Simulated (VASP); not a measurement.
H2C9: single point with LDA

H2C9, a slab with vacuum:

```xyz
22
Lattice="2.4973 0.0000 0.0000 0.0000 4.9946 0.0000 0.0000 0.0000 20.5659" Properties=species:S:1:pos:R:3 pbc="T T T"
C     0.0000    1.2487    4.6524
C     0.0000    3.7460    4.6524
C     0.0000    2.4973    5.5353
C     0.0000    0.0000    5.5353
C     1.2487    2.4973    6.4183
C     1.2487    0.0000    6.4183
C     1.2487    3.7460    7.3012
C     1.2487    1.2487    7.3012
C     0.0000    3.7622    8.1646
C     0.0000    1.2316    8.1714
C     0.0000   -0.0105    9.1171
C     0.0000    2.5032    8.9692
C     1.2487   -0.0153   10.0438
C     1.2487    2.5127    9.7849
C     1.2487    1.3210   10.7984
C     1.2487    3.6450   10.8556
C     0.0000    1.8090   11.4065
C     0.0000    3.1716   11.5525
H    -0.7102    1.2508    3.8884
H     0.7102    1.2508    3.8884
H     0.7102    3.7438    3.8884
H    -0.7102    3.7438    3.8884
```

```
Program             : VASP 6.6.1
Task                : single point
Functional          : LDA
Potentials or basis : VASP PAW LDA potentials, release 64 (C, H)
Cutoff              : 520 eV
k mesh              : 10 × 5 × 1
Occupations         : gaussian, width 0.05 eV
Spin                : no spin polarisation
```

```yaml
Largest_force: 2.104 eV/Å
Band_gap_on_the_k_mesh: 1.18 eV
```

Forces in eV/Å, atoms in the order of the input:
```
C    0.000 -0.003  1.903
C    0.000  0.002  1.907
C    0.000 -0.007 -1.788
C    0.000  0.006 -1.837
C    0.000  0.002 -0.010
C    0.000  0.001 -0.388
C    0.000  0.934 -0.655
C    0.000 -0.944 -0.432
C    0.000  0.022  0.005
C    0.000 -0.016  0.005
C    0.000 -0.002  0.009
C    0.000 -0.001  0.000
C    0.000  0.001  0.017
C    0.000  0.005 -0.006
C    0.000 -0.065  0.006
C    0.000  0.054  0.005
C    0.000 -0.050  2.103
C    0.000  0.061 -0.702
H   -0.034  0.001 -0.035
H    0.034  0.001 -0.035
H    0.035 -0.001 -0.035
H   -0.035 -0.001 -0.035
```

Levels at points of the mesh, in eV from the valence-band top:
```
           k point  band 36  band 37  band 38  band 39  band 40  band 41
(0.00, 0.00, 0.00)    -0.48    -0.27     0.00     1.18     2.40     3.00
(0.50, 0.00, 0.00)    -3.04    -3.01    -1.97     1.25     3.90     4.03
```

It took 17 min on 1 thread of Intel Xeon 8259CL (shared host), peak memory 0.36 GiB.
